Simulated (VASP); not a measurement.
A run of VASP 6.6.1:

The input INCAR:

```
SYSTEM = CaSe
PREC = Accurate
ENCUT = 520
EDIFF = 1E-7
ISMEAR = -1
SIGMA = 0.02
LREAL = .False.
LASPH = .True.
NELM = 100
ALGO = Normal
ISIF = 2
LWAVE = .False.
LCHARG = .False.
GGA = PE
NBANDS = 15
```

File KPOINTS:

```
regular mesh
0
Gamma
  8 8 8
  0 0 0
```

POSCAR

```
CaSe
1.0
    0.0000000000      3.1191761512      2.9182197445
    3.1191761512      0.0000000000      2.9182197445
    3.1191761512      3.1191761512      0.0000000000
Ca Se
1 1
Direct
    0.0000000000      0.0000000000      0.0000000000
    0.5000000000      0.5000000000      0.5000000000
```

Potentials or basis: VASP PAW PBE potentials, release 64 (Ca_sv, Se).

Run with:

```console
$ cat potpaw_PBE.64/Ca_sv/POTCAR potpaw_PBE.64/Se/POTCAR > POTCAR
$ mpirun -np 1 vasp_std > vasp.out
```

Hardware: 1 thread of Intel(R) Xeon(R) 6975P-C (Granite Rapids) (shared host).

Question: How long does it take, and how much memory?

Answer: It took 18 s on 1 thread of Intel(R) Xeon(R) 6975P-C (Granite Rapids) (shared host), peak memory 0.21 GiB. Counts: scf iterations 14, k points 59.
